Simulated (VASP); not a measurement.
The system is BN.

```
B N
1.0
     0.00000    1.74583    1.74583
     1.74583    0.00000    1.74583
     1.74583    1.74583    0.00000
B N
1 1
Direct
  0.00000 0.00000 0.00000
  0.50000 0.50000 0.50000
```

Base run:

- Program: VASP 6.6.1
- Functional: r2SCAN
- Potentials or basis: VASP PAW PBE potentials, release 64 (B, N)
- Cutoff: 520 eV
- k mesh: 8 × 8 × 8
- Occupations: gaussian, width 0.01 eV
- Spin: no spin polarisation

Its results: band gap on the k mesh 1.48 eV (least direct gap 6.51 eV); pressure 0.4 GPa.

Problem. After a change of settings the same cell gave: band gap on the k mesh 2.32 eV (least direct gap 7.24 eV); pressure -8.1 GPa. Which change was it?
A. functional from r2SCAN to PBE; further incar settings from ALGO = Normal; EDIFF = 1e-06; NBANDS = 11 to ALGO = Normal; EDIFF = 1e-07; NBANDS = 11
B. functional from r2SCAN to PBE0
C. functional from r2SCAN to HSE06
D. functional from r2SCAN to PBE

Solution. C.

Caveats: the structure was generated, so it needn't be the stable form of BN; the PAW data sets were made with another functional, which shifts forces and pressure a little; the cell stands under tension (at least some runs).
